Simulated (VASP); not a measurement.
# LiCl (Fm-3m) in VASP: a series of runs

Runs on LiCl. Level: PBE. Tasks: single point.

Program: VASP 6.6.1. These are calculated values, not measurements. Logs are shortened: lines on timing, memory, paths and dates and some standing lists are left out, and cuts for length are marked.

## Step 1: The cell of the first run

Symmetry: Fm-3m, No. 225, cubic system. Conventional cell: a = 5.130 Å, b = 5.130 Å, c = 5.130 Å, α = 90.00°, β = 90.00°, γ = 90.00°. Within 3.4 Å of Cl (site symmetry m-3m) lie 6 Li at 2.56 Å. Within 3.4 Å of Li (site symmetry m-3m) lie 6 Cl at 2.56 Å.

## Step 2: Single point, PBE

Input file INCAR:

```
  PREC = Accurate
  ENCUT = 520
  EDIFF = 1E-7
  ISMEAR = 0
  SIGMA = 0.016
  LREAL = False
  LASPH = True
  NELM = 100
  ALGO = Normal
  ISIF = 2
  LWAVE = False
  LCHARG = False
  GGA = PE
  NBANDS = 12
```

Input file KPOINTS:

```
regular mesh
0
Gamma
  9 9 9
```

Input file POSCAR:

```
LiCl
1.0
    0.0000000000      2.5647700000      2.5647700000
    2.5647700000      0.0000000000      2.5647700000
    2.5647700000      2.5647700000      0.0000000000
Cl Li
1 1
Direct
    0.5000000000      0.5000000000      0.5000000000
    0.0000000000      0.0000000000      0.0000000000
```

Potentials or basis: VASP PAW PBE potentials, release 64 (Cl, Li_sv).

The run is started by

```
> cat potpaw_PBE.64/Cl/POTCAR potpaw_PBE.64/Li_sv/POTCAR > POTCAR
> mpirun -np 1 vasp_std > vasp.out
```

OUTCAR:

```text
PREC = Accurate
   ENCUT = 520
   EDIFF = 1E-7
   ISMEAR = 0
   LREAL = False
   LASPH = True
   NELM = 100
   ISIF = 2
   GGA = PE

 ion  position               nearest neighbor table
   1  0.500  0.500  0.500-   2 2.56   2 2.56   2 2.56   2 2.56   2 2.56   2 2.56
   2  0.000  0.000  0.000-   1 2.56   1 2.56   1 2.56   1 2.56   1 2.56   1 2.56

  LATTYP: Found a face centered cubic cell.
 ALAT       =     5.1295400000

  Lattice vectors:

 A1 = (   0.0000000000,   2.5647700000,   2.5647700000)
 A2 = (   2.5647700000,   0.0000000000,   2.5647700000)
 A3 = (   2.5647700000,   2.5647700000,   0.0000000000)

Analysis of symmetry for initial positions (statically):
=====================================================================
 Subroutine PRICEL returns:
 Original cell was already a primitive cell.

 Routine SETGRP: Setting up the symmetry group for a
 face centered cubic supercell.

 Subroutine GETGRP returns: Found 48 space group operations
 (whereof 48 operations were pure point group operations)
 out of a pool of 48 trial point group operations.

The static configuration has the point symmetry O_h .

Analysis of symmetry for dynamics (positions and initial velocities):
=====================================================================
 Subroutine PRICEL returns:
 Original cell was already a primitive cell.

 Routine SETGRP: Setting up the symmetry group for a
 face centered cubic supercell.

 Subroutine GETGRP returns: Found 48 space group operations
 (whereof 48 operations were pure point group operations)
 out of a pool of 48 trial point group operations.

The dynamic configuration has the point symmetry O_h .

 Subroutine INISYM returns: Found 48 space group operations
 (whereof 48 operations are pure point group operations),
 and found     1 'primitive' translations

----------------------------------------------------------------------------------------

                                     Primitive cell

  volume of cell :      33.7423

  direct lattice vectors                    reciprocal lattice vectors
     0.000000000  2.564770000  2.564770000    -0.194949255  0.194949255  0.194949255
     2.564770000  0.000000000  2.564770000     0.194949255 -0.194949255  0.194949255
     2.564770000  2.564770000  0.000000000     0.194949255  0.194949255 -0.194949255

  length of vectors
     3.627132518  3.627132518  3.627132518     0.337662014  0.337662014  0.337662014

  position of ions in fractional coordinates (direct lattice)
     0.500000000  0.500000000  0.500000000
[... 88 lines left out ...]
   PSTRESS=    0.0 pullay stress
   NELECT =      10.0000    total number of electrons
   NUPDOWN=      -1.0000    fix difference up-down
   EMIN   =  10.00;   EMAX   =-10.00  energy-range for DOS
   EFERMI =   0.00;   METHOD = LEGACY
   ISMEAR =     0;   SIGMA  =   0.02  broadening in eV -4-tet -1-fermi 0-gaus
   EFERMI_NEDOS =   21; number of points for ismear=-14 and -15
   IALGO  =     38    algorithm
   IMIX   =      4    mixing-type and parameters
     AMIX     =   0.40;   BMIX     =  1.00
     AMIX_MAG =   1.60;   BMIX_MAG =  1.00
  volume/ion in A,a.u.               =      16.87       113.85
  Fermi-wavevector in a.u.,A,eV,Ry     =   1.091482  2.062601 16.209056  1.191332
  Thomas-Fermi vector in A             =   2.227728
   LORBIT       =      0    0 simple, 1 ext, 2 COOP (PROOUT), +10 PAW based schemes
   GGA     = PE    functional components
   LHFCALC =     F    Hartree Fock is set to
   AEXX    =    0.0000 exact exchange contribution
   IVDW    =     0    specifies the selected vdW correction
   LEPSILON=     F    determine dielectric tensor
   LRPA    =     F    only Hartree local field effects (RPA)
 non-spin polarized calculation
 Gauss-broadening in eV      SIGMA  =   0.02
  energy-cutoff  :      520.00
  volume of cell :       33.74
 maximum number of plane-waves:       922
   NGX = 13   NGY = 13   NGZ = 13

 number of electron      10.0000005 magnetization

 Free energy of the ion-electron system (eV)
  ---------------------------------------------------
  ext. energy  EPLUGINS =         0.00000000
  ---------------------------------------------------
  free energy    TOTEN  =        -7.38575066 eV

  energy without entropy =       -7.38575066  energy(sigma->0) =       -7.38575066

 E-fermi :   0.6633     XC(G=0):  -8.7308

 val. band max:        0.5795991097   @ k =   0.0000   0.0000   0.0000
 cond. band min:       6.9205344044   @ k =   0.0000   0.0000   0.0000
 fundamental gap:      6.3409352946
 Fermi energy:         0.6632779238

 k-point     1 :       0.0000    0.0000    0.0000
  band No.  band energies     occupation
      1     -42.9428      2.00000
      2     -12.8170      2.00000
      3       0.5796      2.00000
      4       0.5796      2.00000
      5       0.5796      2.00000
      6       6.9205      0.00000
      7      12.5179      0.00000
      8      12.5179      0.00000
      9      12.5179      0.00000
     10      15.1081      0.00000
     11      15.1082      0.00000
     12      15.1132      0.00000
[... 331 lines left out ...]
 k-point    24 :       0.4444    0.4444    0.0000
  band No.  band energies     occupation
      1     -42.9395      2.00000
      2     -12.0330      2.00000
      3      -2.2291      2.00000
      4      -0.4918      2.00000
      5      -0.4918      2.00000
      6       8.5227      0.00000
      7       8.9363      0.00000
      8      12.7399      0.00000
      9      14.5461      0.00000
     10      14.5461      0.00000
     11      17.4936      0.00000
     12      19.3286      0.00000

 [... further k-points ...]

------------------------ aborting loop because EDIFF is reached ----------------------------------------

  FORCE on cell =-STRESS in cart. coord.  units (eV):
  Direction    XX          YY          ZZ          XY          YZ          ZX
  --------------------------------------------------------------------------------------
  -------------------------------------------------------------------------------------
  Total        0.0604943      0.0604943      0.0604943      0.0000000     -0.0000000      0.0000000
  in kB        2.8724337      2.8724337      2.8724337      0.0000000     -0.0000000      0.0000000
  external PRESSURE =       2.8724337 kB  Pullay stress =       0.0000000 kB

 VOLUME and BASIS-vectors are now :
 -----------------------------------------------------------------------------
  energy-cutoff  :      520.00
  volume of cell :       33.74
      direct lattice vectors                 reciprocal lattice vectors
     0.000000000  2.564770000  2.564770000    -0.194949255  0.194949255  0.194949255
     2.564770000  0.000000000  2.564770000     0.194949255 -0.194949255  0.194949255
     2.564770000  2.564770000  0.000000000     0.194949255  0.194949255 -0.194949255

 POSITION                                       TOTAL-FORCE (eV/Angst)
 -----------------------------------------------------------------------------------
      2.56477      2.56477      2.56477        -0.000000     -0.000000     -0.000000
      0.00000      0.00000      0.00000         0.000000      0.000000      0.000000
 -----------------------------------------------------------------------------------
    total drift:                                0.000000      0.000000      0.000000

  FREE ENERGIE OF THE ION-ELECTRON SYSTEM (eV)
  ---------------------------------------------------
  free  energy   TOTEN  =        -7.3857506628 eV

  energy  without entropy=       -7.3857506628  energy(sigma->0) =       -7.38575066
```

It took 26 s on 1 thread of Intel Xeon 6975P-C, shared host; peak memory 0.15 GiB.

Results:

- Free energy: -7.3858 eV
- Band gap on the k mesh: 6.34 eV, direct

Caveat: the cutoff is under 1.25 times the usual one of these potentials, so pressure, stress and relaxed cells hold a basis-set (Pulay) error. A k mesh can miss the band edges.

## Step 3: Single point, PBE

Input file INCAR:

```
SYSTEM = LiCl
PREC = Accurate
ENCUT = 520
EDIFF = 1E-6
ISMEAR = 0
SIGMA = 0.022
LREAL = .False.
LASPH = .True.
NELM = 100
ALGO = Normal
ISIF = 2
LWAVE = .False.
LCHARG = .True.
GGA = PE
LELF = .True.
LVHAR = .True.
NBANDS = 12
```

Input file KPOINTS:

```
regular mesh
0
Gamma
  9 9 9
  0 0 0
```

POSCAR is that of step 2.

Potentials or basis: VASP PAW PBE potentials, release 64 (Cl, Li_sv).

The run is started by

```
> cat potpaw_PBE.64/Cl/POTCAR potpaw_PBE.64/Li_sv/POTCAR > POTCAR
> mpirun -np 1 vasp_std > vasp.out
```

Run time: 20 s. Hardware: 1 thread of Intel Xeon 6975P-C, shared host; peak memory 0.15 GiB.

Results (log left out):

- Free energy: -7.3858 eV
- Band gap on the k mesh: 6.34 eV, direct

Levels at points of the mesh, in eV from the valence-band top:
```tsv
k point	band 2	band 3	band 4	band 5	band 6	band 7	band 8	band 9
(0.00, 0.00, 0.00)	-13.40	0.00	0.00	0.00	6.34	11.94	11.94	11.94
```

Caveat: the cutoff is under 1.25 times the usual one of these potentials, so pressure, stress and relaxed cells hold a basis-set (Pulay) error. A hybrid or GW would open this gap; PBE tends to underestimate it.

## Step 4: Single point, PBE

Input file INCAR:

```
PREC = Accurate ; ENCUT = 520
EDIFF = 1E-6 ; ISMEAR = 0
SIGMA = 0.025 ; LREAL = F
LASPH = T ; NELM = 60
ALGO = Normal ; ISIF = 2
LWAVE = F ; LCHARG = F
GGA = PE ; NBANDS = 12
```

Input file KPOINTS:

```
Automatic mesh
0
Gamma
  9 9 9
```

POSCAR is that of step 3.

The run is started by

```
> cat potpaw_PBE.64/Cl/POTCAR potpaw_PBE.64/Li_sv/POTCAR > POTCAR
> mpirun -np 1 vasp_std > vasp.out
```

Run time: 21 s. Hardware: 1 thread of Intel Xeon 6975P-C, shared host; peak memory 0.15 GiB.

It converged, with:

| Property | Result |
| --- | --- |
| Free energy | -7.3858 eV |
| Band gap on the k mesh | 6.34 eV, direct |

Levels at points of the mesh, in eV from the valence-band top:
```csv
k point,band 3,band 4,band 5,band 6,band 7,band 8
"(0.00, 0.00, 0.00)",0.00,0.00,0.00,6.34,11.94,11.94
```

Caveat: the cutoff is under 1.25 times the usual one of these potentials, so pressure, stress and relaxed cells hold a basis-set (Pulay) error. Expect the measured gap to be larger: semilocal functionals such as PBE lack the derivative discontinuity.

## Step 5: Single point, PBE

Input file INCAR:

```
SYSTEM = LiCl
PREC = Accurate ; ENCUT = 520
EDIFF = 1E-6 ; ISMEAR = -1
SIGMA = 0.05 ; LREAL = .FALSE.
LASPH = .TRUE. ; NELM = 80
ALGO = Normal ; ISIF = 2
LWAVE = .FALSE. ; LCHARG = .FALSE.
GGA = PE ; NBANDS = 12
```

Input file KPOINTS:

```
Automatic mesh
0
G
  6 6 6
  0 0 0
```

POSCAR is that of step 4.

The run is started by

```
> cat potpaw_PBE.64/Cl/POTCAR potpaw_PBE.64/Li_sv/POTCAR > POTCAR
> mpirun -np 1 vasp_std > vasp.out
```

It took 5.9 s on 1 thread of Intel Xeon 6975P-C, shared host; peak memory 0.15 GiB.

It converged, with:

- Free energy: -7.3856 eV
- Band gap on the k mesh: 6.34 eV, direct

Levels at points of the mesh, in eV from the valence-band top:
| k point | band 3 | band 4 | band 5 | band 6 | band 7 | band 8 |
| --- | --- | --- | --- | --- | --- | --- |
| (0.00, 0.00, 0.00) | 0.00 | 0.00 | 0.00 | 6.34 | 11.94 | 11.94 |
| (0.50, 0.00, 0.00) | -2.81 | -0.26 | -0.26 | 6.76 | 9.50 | 9.50 |
| (0.50, 0.50, 0.00) | -2.89 | -1.10 | -1.10 | 7.89 | 8.29 | 12.44 |

Caveat: the cutoff is under 1.25 times the usual one of these potentials, so pressure, stress and relaxed cells hold a basis-set (Pulay) error. A k mesh can miss the band edges.

## Step 6: The runs side by side

| k mesh | smearing | gap on the mesh (eV) |
| --- | --- | --- |
| 9 × 9 × 9 | gaussian 0.016 eV | 6.34 |
| 9 × 9 × 9 | gaussian 0.022 eV | 6.34 |
| 9 × 9 × 9 | gaussian 0.025 eV | 6.34 |
| 6 × 6 × 6 | fermi-dirac 0.05 eV | 6.34 |

Alike in all rows: task single point; level PBE; potentials or basis VASP PAW PBE potentials, release 64 (Cl, Li_sv); no spin polarisation; cell as given; cutoff (eV) 520.

On the cell as given the gap runs from 6.34 eV (PBE) to 6.34 eV (PBE); the meshes differ, which moves gaps too.

Caveats: the cutoff is under 1.25 times the usual one of these potentials, so pressure, stress and relaxed cells hold a basis-set (Pulay) error.

Total energies depend on the potentials used, so only differences within one code and one set of settings carry meaning.
